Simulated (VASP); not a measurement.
# Fe (Fmmm) in VASP: settings compared, part 2 of 2

VASP 6.6.1. The steps go on from the part before.

## (3) Single point, PBE, collinear spin, antiferromagnetic start

The input, INCAR:

```
PREC = Accurate
ENCUT = 520
EDIFF = 1E-7
ISMEAR = 0
SIGMA = 0.27211386245988
LREAL = False
LASPH = True
NELM = 150
ALGO = Fast
ISIF = 2
LWAVE = False
LCHARG = False
ISPIN = 2
MAGMOM = -1.82 1.82
LORBIT = 11
LMAXMIX = 4
GGA = PE
NBANDS = 19
```

The input, KPOINTS:

```
regular mesh
0
Gamma
  6 6 4
```

The input, POSCAR:

```
Fe
1.0
    1.7000753688     -1.7262356591      0.0000000000
    1.7000753688      1.7262356591      0.0000000000
    0.0000000000      0.0000000000      3.7097032485
Fe
2
Direct
    0.5000000000      0.5000000000      0.5000000000
    0.0000000000      0.0000000000      0.0000000000
```

Potentials or basis: VASP PAW PBE potentials, release 64 (Fe).

Launch:

```sh
$ cat potpaw_PBE.64/Fe/POTCAR > POTCAR
$ mpirun -np 1 vasp_std > vasp.out
```

OUTCAR:

```text
PREC = Accurate
   ENCUT = 520
   EDIFF = 1E-7
   ISMEAR = 0
   LREAL = False
   LASPH = True
   NELM = 150
   ISIF = 2
   ISPIN = 2
   LORBIT = 11
   GGA = PE

 ion  position               nearest neighbor table
   1  0.500  0.500  0.500-   2 2.52   2 2.52   2 2.52   2 2.52   2 2.53   2 2.53   2 2.53   2 2.53

   2  0.000  0.000  0.000-   1 2.52   1 2.52   1 2.52   1 2.52   1 2.53   1 2.53   1 2.53   1 2.53

  LATTYP: Found a base centered orthorhombic cell.
 ALAT       =     3.4001507376
 B/A-ratio  =     1.0153877239
 C/A-ratio  =     1.0910408199

  Lattice vectors:

 A1 = (   1.7000753688,  -1.7262356591,   0.0000000000)
 A2 = (   1.7000753688,   1.7262356591,   0.0000000000)
 A3 = (   0.0000000000,   0.0000000000,   3.7097032485)

Analysis of symmetry for initial positions (statically):
=====================================================================
 Subroutine PRICEL returns following result:

  LATTYP: Found a face centered orthorhombic cell.
 ALAT       =     3.4001507376
 B/A-ratio  =     1.0153877239
 C/A-ratio  =     1.0910408199
[... 757 lines left out ...]

 k-point     1 :       0.0000    0.0000    0.0000
  band No.  band energies     occupation
      1      -2.3384      1.00000
      2       1.5383      1.00000
      3       2.2878      1.00000
      4       4.4503      1.00000
      5       4.6633      1.00000
      6       4.7373      1.00000
[... 517 lines left out ...]
     18      23.5934      0.00000
     19      28.2138      0.00000

 [... further k-points ...]
[... 5 lines left out ...]
  --------------------------------------------------------------------------------------
  -------------------------------------------------------------------------------------
  Total        0.0417219     -0.1096357     -0.1076380      0.0000000      0.0000000      0.0000000
  in kB        3.0699954     -8.0672412     -7.9202444      0.0000000      0.0000000      0.0000000
  external PRESSURE =      -4.3058301 kB  Pullay stress =       0.0000000 kB

 VOLUME and BASIS-vectors are now :
 -----------------------------------------------------------------------------
  energy-cutoff  :      520.00
  volume of cell :       21.77
      direct lattice vectors                 reciprocal lattice vectors
     1.700075369 -1.726235659  0.000000000     0.294104608 -0.289647591  0.000000000
     1.700075369  1.726235659  0.000000000     0.294104608  0.289647591  0.000000000
     0.000000000  0.000000000  3.709703248     0.000000000  0.000000000  0.269563341

 POSITION                                       TOTAL-FORCE (eV/Angst)
 -----------------------------------------------------------------------------------
      1.70008      0.00000      1.85485         0.000000     -0.000000      0.000000
      0.00000      0.00000      0.00000        -0.000000      0.000000     -0.000000
 -----------------------------------------------------------------------------------
    total drift:                               -0.000000     -0.000000     -0.000000

  FREE ENERGIE OF THE ION-ELECTRON SYSTEM (eV)
  ---------------------------------------------------
  free  energy   TOTEN  =       -16.3304083081 eV

  energy  without entropy=      -16.2283035261  energy(sigma->0) =      -16.27935592

 total charge

# of ion       s       p       d       tot
------------------------------------------
    1        0.512   0.592   6.249   7.353
    2        0.512   0.592   6.249   7.353
--------------------------------------------------
tot          1.025   1.184  12.497  14.706

 magnetization (x)

# of ion       s       p       d       tot
------------------------------------------
    1       -0.021  -0.042  -1.645  -1.708
    2        0.021   0.042   1.645   1.708
--------------------------------------------------
tot          0.000   0.000   0.000   0.000
```

stdout:

```text
POSCAR found type information on POSCAR Fe
 POSCAR found :  1 types and       2 ions
 scaLAPACK will be used
 LDA part: xc-table for (Slater+PW92), standard interpolation
 POSCAR, INCAR and KPOINTS ok, starting setup
 FFT: planning ... GRIDC
 FFT: planning ... GRID_SOFT
 FFT: planning ... GRID
 WAVECAR not read
 entering main loop
```

It took 25 s on 1 thread of Intel Xeon Platinum 8375C at 2.90GHz (Ice Lake), shared host; peak memory 0.14 GiB.

Results:

```
Free energy                                           : -16.3304 eV
Pressure                                              : -0.4 GPa
Band gap on the k mesh                                : zero (filled and empty bands overlap)
Net moment                                            : 0.00 μB per cell
Site moments                                          : Fe -1.71, +1.71 μB
Valence electrons inside the program's atomic spheres : Fe 7.35
```

Caveat: the k points lie up to 0.43 Å⁻¹ apart.

## (4) Single point, PBE, collinear spin, antiferromagnetic start

The input, INCAR:

```
PREC = Accurate
ENCUT = 600
EDIFF = 1E-6
ISMEAR = 0
SIGMA = 0.27211386245988
LREAL = False
LASPH = True
NELM = 200
ALGO = Normal
ISIF = 2
LWAVE = False
LCHARG = False
ISPIN = 2
MAGMOM = -1.82 1.82
LORBIT = 11
LMAXMIX = 4
GGA = PE
NBANDS = 27
GGA_COMPAT = False
```

KPOINTS is that of step 3.

POSCAR is that of step 3.

Potentials or basis: VASP PAW PBE potentials, release 64 (Fe_sv).

Launch:

```sh
$ cat potpaw_PBE.64/Fe_sv/POTCAR > POTCAR
$ mpirun -np 1 vasp_std > vasp.out
```

It took 34 s on 1 thread of AMD EPYC 7R13 (Zen 3), shared host; peak memory 0.13 GiB.

The run converged. Its results:

| Property | Result |
| --- | --- |
| Free energy | -16.5749 eV |
| Pressure | -3.9 GPa |
| Band gap on the k mesh | zero (filled and empty bands overlap) |
| Net moment | 0.00 μB per cell |
| Site moments | Fe -1.61, +1.61 μB |
| Valence electrons inside the program's atomic spheres | Fe 13.75 |

Stress tensor (GPa, compression positive):
```
-2.99  0.00  0.00
 0.00 -4.10  0.00
 0.00  0.00 -4.75
```

Levels at points of the mesh, in eV from the Fermi level:
Spin up:
```
           k point  band 14  band 15  band 16  band 17  band 18  band 19
(0.00, 0.00, 0.00)    -1.80    -0.89    -0.66     1.13     1.16     1.38
(0.50, 0.00, 0.00)    -1.95    -1.88    -1.12     0.20     0.65     2.02
(0.50, 0.50, 0.00)     0.48     0.75     0.79     1.02     1.75     3.07
(0.00, 0.00, 0.50)    -1.37    -1.36    -0.98    -0.84     0.33     0.38
(0.50, 0.00, 0.50)    -1.59    -0.33    -0.22     0.42     0.80     1.01
(0.50, 0.50, 0.50)    -1.97    -1.34     0.25     0.48     1.75     8.47
```
Spin down:
| k point | band 13 | band 14 | band 15 | band 16 | band 17 | band 18 | band 19 | band 20 |
| --- | --- | --- | --- | --- | --- | --- | --- | --- |
| (0.00, 0.00, 0.00) | -1.87 | -1.80 | -0.89 | -0.66 | 1.13 | 1.16 | 1.38 | 1.54 |
| (0.50, 0.00, 0.00) | -2.34 | -1.95 | -1.88 | -1.12 | 0.20 | 0.65 | 2.02 | 3.09 |
| (0.50, 0.50, 0.00) | 0.23 | 0.48 | 0.75 | 0.79 | 1.02 | 1.75 | 3.07 | 3.47 |
| (0.00, 0.00, 0.50) | -2.33 | -1.37 | -1.36 | -0.98 | -0.84 | 0.33 | 0.38 | 1.48 |
| (0.50, 0.00, 0.50) | -1.74 | -1.59 | -0.33 | -0.22 | 0.42 | 0.80 | 1.01 | 1.18 |
| (0.50, 0.50, 0.50) | -2.05 | -1.97 | -1.34 | 0.25 | 0.48 | 1.75 | 8.47 | 8.56 |

Caveat: the k points lie up to 0.43 Å⁻¹ apart.

## (5) Summary

```tsv
level	potentials or basis	k mesh	cutoff (eV)	smearing	second run	gap on the mesh (eV)	pressure (GPa)	moment (μB)
PBEsol	VASP PAW PBE potentials, release 64 (Fe)	3 × 3 × 2	520	tetrahedron	-	none	6.6	0.00
PBE	VASP PAW PBE potentials, release 64 (Fe)	6 × 6 × 4	520	gaussian 0.272114 eV	-	none	-0.4	0.00
PBE	VASP PAW PBE potentials, release 64 (Fe_sv)	6 × 6 × 4	600	gaussian 0.272114 eV	valence_matched	none	-3.9	0.00
```

Alike in all rows: task single point; spin collinear, antiferromagnetic start; cell as given.

Caveats: all runs use coarse meshes; the PAW data sets were made with another functional, which shifts forces and pressure a little (some runs).

Total energies depend on the potentials used, so only differences within one code and one set of settings carry meaning.
